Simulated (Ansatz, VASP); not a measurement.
**One calculation of Sc5Al, two programs**

```
Sc Al
1.0
     3.23211    0.00000    0.00000
    -1.61606    2.79909    0.00000
     0.00000    0.00000   15.41640
Sc Al
5 1
Cartesian
  0.0000 0.0000 0.0000
  0.0000 1.8661 12.7540
  1.6161 0.9330 10.0673
  0.0000 1.8661 5.3491
  1.6161 0.9330 2.6624
  0.0000 0.0000 7.7082
```

Alike in both runs: functional PBE; k mesh 6 × 6 × 2; occupations gaussian, width 0.1 eV; no spin polarisation.

Ansatz relaxed the structure, and its values are those at the end. VASP's run is a single point on that final structure, the one shown.

|  | VASP | Ansatz |
| --- | --- | --- |
| version | VASP 6.6.1 | Ansatz 0.2.0 |
| potentials or method | VASP PAW PBE potentials, release 64 (Sc_sv, Al), cutoff 520 eV | scalar-relativistic, plane waves, PAW |
| valence electrons in the cell | 58 | 58 |

|  | VASP | Ansatz | Ansatz less VASP |
| --- | --- | --- | --- |
| gap on the k mesh at the Fermi level (eV) | none | none | - |
| pressure (GPa) | 0.3 | 0.2 | -0.04 |
| rms of the force components (eV/Å) | 0.007 | 0.007 | +0.0003 |

A gap of «none» marks a metal or a gap that the smearing closes.

The k mesh is coarse, so the values compare programs but aren't converged.
